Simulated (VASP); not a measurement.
## ZnS: single point with PBE

The system is ZnS.

```
CELL_PARAMETERS angstrom
0.00000 2.70200 2.70200
2.70200 0.00000 2.70200
2.70200 2.70200 0.00000
ATOMIC_POSITIONS crystal
Zn 0.75000 0.75000 0.75000
S 0.00000 0.00000 0.00000
```

```json
{"Program": "VASP 6.6.1", "Task": "single point", "Functional": "PBE", "Potentials or basis": "VASP PAW PBE potentials, release 64 (Zn, S)", "Cutoff": "520 eV", "k mesh": "5 × 5 × 5", "Occupations": "fermi-dirac, width 0.05 eV", "Spin": "no spin polarisation", "Dipole correction": "no", "Further INCAR settings": "ALGO = Normal; EDIFF = 1e-07; NBANDS = 16"}
```

The pressure is 1.8 GPa. The band gap on the k mesh is 2.11 eV.

Levels at points of the mesh, in eV from the valence-band top:
| k point | band 5 | band 6 | band 7 | band 8 | band 9 | band 10 | band 11 | band 12 | band 13 | band 14 |
| --- | --- | --- | --- | --- | --- | --- | --- | --- | --- | --- |
| (0.00, 0.00, 0.00) | -5.85 | -5.85 | 0.00 | 0.00 | 0.00 | 2.11 | 6.39 | 6.39 | 6.39 | 11.76 |

It took 7.1 s on 1 thread of AMD EPYC 7R43 64-Core Processor (Zen 3) (shared host), peak memory 0.11 GiB.

Expect the measured gap to be larger: semilocal functionals such as PBE lack the derivative discontinuity.
